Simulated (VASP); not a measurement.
# CsSnBr3 (Pm-3m) in VASP: further runs

The runs below take CsSnBr3 through single point, with PBE.

All numbers are computed with VASP 6.6.1; they aren't measurements. Logs are shortened: lines on timing, memory, paths and dates and some standing lists are left out, and cuts for length are marked.

**1. The cell of the first run**

Symmetry: Pm-3m, No. 221, cubic system. The conventional cell has a = 5.847 Å, b = 5.847 Å, c = 5.847 Å, α = 90.00°, β = 90.00°, γ = 90.00°. Within 5.4 Å of Cs (site symmetry m-3m) lie 12 Br at 4.13 Å and 8 Sn at 5.06 Å. Within 3.9 Å of Sn (site symmetry m-3m) lie 6 Br at 2.92 Å. Br (site symmetry 4/mmm) has 2 Sn at 2.92 Å within 3.9 Å.

**2. Single point, PBE**

Contents of INCAR:

```
ALGO     = Normal         # electronic algorithm
EDIFF    = 1E-6           # SCF threshold, eV
ENCUT    = 500            # plane-wave cutoff, eV
GGA      = PE             # functional
GGA_COMPAT= False        
ISIF     = 2              # what is computed and relaxed
ISMEAR   = 0              # smearing method
LASPH    = True           # aspherical terms in the spheres
LCHARG   = False          # write CHGCAR
LREAL    = False          # projectors in reciprocal space
LWAVE    = False          # write WAVECAR
NBANDS   = 30             # bands
NELM     = 120            # most SCF steps
PREC     = Accurate       # precision mode
SIGMA    = 0.05           # smearing width, eV
```

Contents of KPOINTS:

```
k-points
0
Gamma
  6 6 6
```

Contents of POSCAR:

```
CsSnBr3
1.0
    5.8468845537      0.0000000000      0.0000000000
    0.0000000000      5.8468845537      0.0000000000
    0.0000000000      0.0000000000      5.8468845537
Cs Sn Br
1 1 3
Direct
    0.0000000000      0.0000000000      0.0000000000
    0.5000000000      0.5000000000      0.5000000000
    0.5000000000      0.0000000000      0.5000000000
    0.5000000000      0.5000000000      0.0000000000
    0.0000000000      0.5000000000      0.5000000000
```

Potentials or basis: VASP PAW PBE potentials, release 64 (Cs_sv, Sn_d, Br).

Started as:

```sh
cat potpaw_PBE.64/Cs_sv/POTCAR potpaw_PBE.64/Sn_d/POTCAR potpaw_PBE.64/Br/POTCAR > POTCAR
mpirun -np 1 vasp_std > vasp.out
```

OUTCAR:

```text
EDIFF = 1E-6
   ENCUT = 500
   GGA = PE
   ISIF = 2
   ISMEAR = 0
   LASPH = True
   LREAL = False
   NELM = 120
   PREC = Accurate

 ion  position               nearest neighbor table
   1  0.000  0.000  0.000-
   2  0.500  0.500  0.500-   3 2.92   4 2.92   5 2.92   4 2.92   3 2.92   5 2.92
   3  0.500  0.000  0.500-   2 2.92   2 2.92
   4  0.500  0.500  0.000-   2 2.92   2 2.92
   5  0.000  0.500  0.500-   2 2.92   2 2.92

  LATTYP: Found a simple cubic cell.
 ALAT       =     5.8468845537

  Lattice vectors:

 A1 = (   5.8468845537,   0.0000000000,   0.0000000000)
 A2 = (   0.0000000000,   5.8468845537,   0.0000000000)
 A3 = (   0.0000000000,   0.0000000000,   5.8468845537)

Analysis of symmetry for initial positions (statically):
=====================================================================
 Subroutine PRICEL returns:
 Original cell was already a primitive cell.

 Routine SETGRP: Setting up the symmetry group for a
 simple cubic supercell.

 Subroutine GETGRP returns: Found 48 space group operations
 (whereof 48 operations were pure point group operations)
 out of a pool of 48 trial point group operations.

The static configuration has the point symmetry O_h .

Analysis of symmetry for dynamics (positions and initial velocities):
=====================================================================
 Subroutine PRICEL returns:
 Original cell was already a primitive cell.

 Routine SETGRP: Setting up the symmetry group for a
 simple cubic supercell.

 Subroutine GETGRP returns: Found 48 space group operations
 (whereof 48 operations were pure point group operations)
 out of a pool of 48 trial point group operations.

The dynamic configuration has the point symmetry O_h .

 Subroutine INISYM returns: Found 48 space group operations
 (whereof 48 operations are pure point group operations),
 and found     1 'primitive' translations

----------------------------------------------------------------------------------------

                                     Primitive cell

  volume of cell :     199.8819

  direct lattice vectors                    reciprocal lattice vectors
     5.846884554  0.000000000  0.000000000     0.171031254  0.000000000  0.000000000
     0.000000000  5.846884554  0.000000000     0.000000000  0.171031254  0.000000000
     0.000000000  0.000000000  5.846884554     0.000000000  0.000000000  0.171031254

  length of vectors
     5.846884554  5.846884554  5.846884554     0.171031254  0.171031254  0.171031254

  position of ions in fractional coordinates (direct lattice)
     0.000000000  0.000000000  0.000000000
     0.500000000  0.500000000  0.500000000
     0.500000000  0.000000000  0.500000000
     0.500000000  0.500000000  0.000000000
     0.000000000  0.500000000  0.500000000

  ion indices of the primitive-cell ions
   primitive index   ion index
                 1           1
                 2           2
                 3           3
                 4           4
                 5           5

----------------------------------------------------------------------------------------

 KPOINTS: k-points

Automatic generation of k-mesh.
 Grid dimensions read from file:
 generate k-points for:    6    6    6

 Generating k-lattice:

  Cartesian coordinates                     Fractional coordinates (reciprocal lattice)
     0.028505209  0.000000000  0.000000000     0.166666667  0.000000000  0.000000000
     0.000000000  0.028505209  0.000000000     0.000000000  0.166666667  0.000000000
     0.000000000  0.000000000  0.028505209     0.000000000  0.000000000  0.166666667

  Length of vectors
     0.028505209  0.028505209  0.028505209

  Shift w.r.t. Gamma in fractional coordinates (k-lattice)
     0.000000000  0.000000000  0.000000000

 Subroutine IBZKPT returns following result:
 ===========================================

 Found     20 irreducible k-points:

 Following reciprocal coordinates:
            Coordinates               Weight
  0.000000  0.000000  0.000000      1.000000
  0.166667  0.000000  0.000000      6.000000
  0.333333  0.000000  0.000000      6.000000
  0.500000  0.000000  0.000000      3.000000
  0.166667  0.166667  0.000000     12.000000
  0.333333  0.166667  0.000000     24.000000
[... 12 lines left out ...]
  0.500000  0.500000  0.333333      6.000000
  0.500000  0.500000  0.500000      1.000000
   k-points           NKPTS =     20   k-points in BZ     NKDIM =     20   number of bands    NBANDS=     30
   number of dos      NEDOS =    301   number of ions     NIONS =      5
   total plane-waves  NPLWV = 110592
   dimension x,y,z NGX =    48 NGY =   48 NGZ =   48
   dimension x,y,z NGXF=    96 NGYF=   96 NGZF=   96
   ions per type =               1   1   3
   NGX,Y,Z   is equivalent  to a cutoff of  13.65, 13.65, 13.65 a.u.
   NGXF,Y,Z  is equivalent  to a cutoff of  27.30, 27.30, 27.30 a.u.
 SYSTEM =  unknown system
   PREC   = accura    normal or accurate (medium, high low for compatibility)
   ISTART =      0    job   : 0-new  1-cont  2-samecut
   ICHARG =      2    charge: 1-file 2-atom 10-const
   ISPIN  =      1    spin polarized calculation?
   LNONCOLLINEAR =      F non collinear calculations
   LSORBIT =      F    spin-orbit coupling
   LASPH  =      T    aspherical Exc in radial PAW
   ENCUT  =  500.0 eV  36.75 Ry    6.06 a.u.  10.66 10.66 10.66*2*pi/ulx,y,z
   NELM   =    120;   NELMIN=  2; NELMDL= -5     # of ELM steps
   EDIFF  = 0.1E-05   stopping-criterion for ELM
   LREAL  =      F    real-space projection
   EDIFFG = 0.1E-04   stopping-criterion for IOM
   NSW    =      0    number of steps for IOM
   IBRION =     -1    ionic relax: 0-MD 1-quasi-New 2-CG
   NFREE  =      0    steps in history (QN), initial steepest desc. (CG)
   ISIF   =      2    stress and relaxation
   ISYM   =      2    0-nonsym 1-usesym 2-fastsym
   POTIM  = 0.5000    time-step for ionic-motion
   TEBEG  =    0.0;   TEEND  =   0.0 temperature during run
   PSTRESS=    0.0 pullay stress
   NELECT =      44.0000    total number of electrons
   NUPDOWN=      -1.0000    fix difference up-down
   EMIN   =  10.00;   EMAX   =-10.00  energy-range for DOS
   EFERMI =   0.00;   METHOD = LEGACY
   ISMEAR =     0;   SIGMA  =   0.05  broadening in eV -4-tet -1-fermi 0-gaus
   EFERMI_NEDOS =   21; number of points for ismear=-14 and -15
   IALGO  =     38    algorithm
   IMIX   =      4    mixing-type and parameters
     AMIX     =   0.40;   BMIX     =  1.00
     AMIX_MAG =   1.60;   BMIX_MAG =  1.00
  volume/ion in A,a.u.               =      39.98       269.77
  Fermi-wavevector in a.u.,A,eV,Ry     =   0.988480  1.867956 13.294152  0.977093
  Thomas-Fermi vector in A             =   2.120010
   LORBIT       =      0    0 simple, 1 ext, 2 COOP (PROOUT), +10 PAW based schemes
   GGA     = PE    functional components
   LHFCALC =     F    Hartree Fock is set to
   AEXX    =    0.0000 exact exchange contribution
   IVDW    =     0    specifies the selected vdW correction
   LEPSILON=     F    determine dielectric tensor
   LRPA    =     F    only Hartree local field effects (RPA)
 non-spin polarized calculation
 Gauss-broadening in eV      SIGMA  =   0.05
  energy-cutoff  :      500.00
  volume of cell :      199.88
 maximum number of plane-waves:      5112
 NGX is ok and might be reduce to    48
   NGX = 21   NGY = 21   NGZ = 21

 number of electron      44.0000005 magnetization

 Free energy of the ion-electron system (eV)
  ---------------------------------------------------
  ext. energy  EPLUGINS =         0.00000000
  ---------------------------------------------------
  free energy    TOTEN  =       -15.82697987 eV

  energy without entropy =      -15.82697987  energy(sigma->0) =      -15.82697987

 E-fermi :   2.3865     XC(G=0):  -7.6424

 val. band max:        2.1193518203   @ k =   0.5000   0.5000   0.5000
 cond. band min:       2.6432727798   @ k =   0.5000   0.5000   0.5000
 fundamental gap:      0.5239209596
 Fermi energy:         2.3865002124

 k-point     1 :       0.0000    0.0000    0.0000
  band No.  band energies     occupation
      1     -20.1283      2.00000
      2     -20.0618      2.00000
      3     -20.0618      2.00000
      4     -20.0358      2.00000
      5     -20.0358      2.00000
      6     -20.0358      2.00000
[... 22 lines left out ...]
     29       7.0306      0.00000
     30       7.0306      0.00000

 k-point     2 :       0.1667    0.0000    0.0000
  band No.  band energies     occupation
      1     -20.1280      2.00000
      2     -20.0618      2.00000
      3     -20.0604      2.00000
      4     -20.0359      2.00000
      5     -20.0359      2.00000
      6     -20.0358      2.00000
[... 22 lines left out ...]
     29       6.2408      0.00000
     30       7.0180      0.00000

 k-point     3 :       0.3333    0.0000    0.0000
  band No.  band energies     occupation
      1     -20.1274      2.00000
      2     -20.0618      2.00000
      3     -20.0575      2.00000
      4     -20.0360      2.00000
      5     -20.0360      2.00000
      6     -20.0358      2.00000
[... 22 lines left out ...]
     29       6.4661      0.00000
     30       7.2949      0.00000

 k-point     4 :       0.5000    0.0000    0.0000
  band No.  band energies     occupation
      1     -20.1271      2.00000
      2     -20.0618      2.00000
      3     -20.0560      2.00000
      4     -20.0360      2.00000
      5     -20.0360      2.00000
      6     -20.0358      2.00000
[... 484 lines left out ...]
     29       6.7686      0.00000
     30       7.3443      0.00000

 k-point    19 :       0.5000    0.5000    0.3333
  band No.  band energies     occupation
      1     -20.1256      2.00000
      2     -20.0545      2.00000
      3     -20.0531      2.00000
      4     -20.0362      2.00000
      5     -20.0362      2.00000
      6     -20.0362      2.00000
[... 22 lines left out ...]
     29       6.6089      0.00000
     30       7.4982      0.00000

 k-point    20 :       0.5000    0.5000    0.5000
  band No.  band energies     occupation
      1     -20.1253      2.00000
      2     -20.0531      2.00000
      3     -20.0531      2.00000
      4     -20.0362      2.00000
      5     -20.0362      2.00000
      6     -20.0362      2.00000
[... 22 lines left out ...]
     29       6.4828      0.00000
     30       7.7363      0.00000

------------------------ aborting loop because EDIFF is reached ----------------------------------------

  FORCE on cell =-STRESS in cart. coord.  units (eV):
  Direction    XX          YY          ZZ          XY          YZ          ZX
  --------------------------------------------------------------------------------------
  -------------------------------------------------------------------------------------
  Total        0.6374730      0.6374730      0.6374730      0.0000000     -0.0000000      0.0000000
  in kB        5.1097405      5.1097405      5.1097405      0.0000000     -0.0000000      0.0000000
  external PRESSURE =       5.1097405 kB  Pullay stress =       0.0000000 kB

 VOLUME and BASIS-vectors are now :
 -----------------------------------------------------------------------------
  energy-cutoff  :      500.00
  volume of cell :      199.88
      direct lattice vectors                 reciprocal lattice vectors
     5.846884554  0.000000000  0.000000000     0.171031254  0.000000000  0.000000000
     0.000000000  5.846884554  0.000000000     0.000000000  0.171031254  0.000000000
     0.000000000  0.000000000  5.846884554     0.000000000  0.000000000  0.171031254

 POSITION                                       TOTAL-FORCE (eV/Angst)
 -----------------------------------------------------------------------------------
      0.00000      0.00000      0.00000         0.000000      0.000000      0.000000
      2.92344      2.92344      2.92344         0.000000      0.000000      0.000000
      2.92344      0.00000      2.92344         0.000000      0.000000      0.000000
      2.92344      2.92344      0.00000         0.000000      0.000000      0.000000
      0.00000      2.92344      2.92344         0.000000      0.000000      0.000000
 -----------------------------------------------------------------------------------
    total drift:                                0.000000     -0.000000     -0.000000

  FREE ENERGIE OF THE ION-ELECTRON SYSTEM (eV)
  ---------------------------------------------------
  free  energy   TOTEN  =       -15.8269798676 eV

  energy  without entropy=      -15.8269798676  energy(sigma->0) =      -15.82697987
```

Run time: 1.8 min. Hardware: 1 thread of Intel Xeon Platinum 8259CL at 2.50GHz (Skylake/Cascade Lake), shared host; peak memory 0.38 GiB.

Results:

```yaml
Free_energy: -15.8270 eV
Pressure: 0.5 GPa
Band_gap_on_the_k_mesh: 0.52 eV, direct
```

Levels at points of the mesh, in eV from the valence-band top:
```csv
k point,band 20,band 21,band 22,band 23,band 24,band 25
"(0.00, 0.00, 0.00)",-2.85,-2.85,-2.85,2.26,3.31,3.31
"(0.50, 0.00, 0.00)",-2.96,-2.96,-1.98,1.50,3.69,4.33
"(0.50, 0.50, 0.00)",-3.23,-2.50,-0.96,1.05,1.05,3.94
"(0.50, 0.50, 0.50)",-2.48,-2.48,0.00,0.52,0.52,0.52
```

Caveat: spin-orbit coupling is left out, which moves the levels of the heavy elements. As with any semilocal functional, this PBE gap is likely too small.

**3. Single point, PBE**

This run uses another cell than the first one, of 41.00 Å³/atom, 1.026 times its volume.

Contents of INCAR:

```
ALGO = Normal
EDIFF = 1E-6
ENCUT = 500
GGA = PE
GGA_COMPAT = False
ISIF = 2
ISMEAR = 0
LASPH = True
LCHARG = True
LELF = True
LREAL = False
LVHAR = True
LWAVE = False
NBANDS = 30
NELM = 120
PREC = Accurate
SIGMA = 0.05
```

KPOINTS is that of step 2.

POSCAR, as its differences from that of step 2:

```diff
@@ -2,5 +2,5 @@
 1.0
-    5.8468845537      0.0000000000      0.0000000000
-    0.0000000000      5.8468845537      0.0000000000
-    0.0000000000      0.0000000000      5.8468845537
+    5.8965303405      0.0000000000      0.0000000000
+    0.0000000000      5.8965303405      0.0000000000
+    0.0000000000      0.0000000000      5.8965303405
 Cs Sn Br
```

Potentials or basis: VASP PAW PBE potentials, release 64 (Cs_sv, Sn_d, Br).

Started as:

```sh
cat potpaw_PBE.64/Cs_sv/POTCAR potpaw_PBE.64/Sn_d/POTCAR potpaw_PBE.64/Br/POTCAR > POTCAR
mpirun -np 1 vasp_std > vasp.out
```

Run time: 1.9 min. Hardware: 1 thread of Intel Xeon Platinum 8259CL at 2.50GHz (Skylake/Cascade Lake), shared host; peak memory 0.38 GiB.

The run converged. Its results:

```yaml
Free_energy: -15.8356 eV
Pressure: 0.0 GPa
Band_gap_on_the_k_mesh: 0.65 eV, direct
```

Levels at points of the mesh, in eV from the valence-band top:
| k point | band 18 | band 19 | band 20 | band 21 | band 22 | band 23 | band 24 | band 25 | band 26 | band 27 |
| --- | --- | --- | --- | --- | --- | --- | --- | --- | --- | --- |
| (0.00, 0.00, 0.00) | -2.77 | -2.77 | -2.65 | -2.65 | -2.65 | 2.41 | 3.51 | 3.51 | 4.16 | 4.16 |
| (0.50, 0.00, 0.00) | -2.94 | -2.89 | -2.76 | -2.76 | -1.87 | 1.58 | 3.82 | 4.37 | 4.37 | 4.46 |
| (0.50, 0.50, 0.00) | -3.06 | -3.01 | -3.01 | -2.31 | -0.91 | 1.15 | 1.15 | 3.98 | 4.55 | 4.96 |
| (0.50, 0.50, 0.50) | -3.08 | -2.30 | -2.30 | -2.30 | 0.00 | 0.65 | 0.65 | 0.65 | 3.90 | 4.52 |

Caveat: spin-orbit coupling is left out, which moves the levels of the heavy elements.
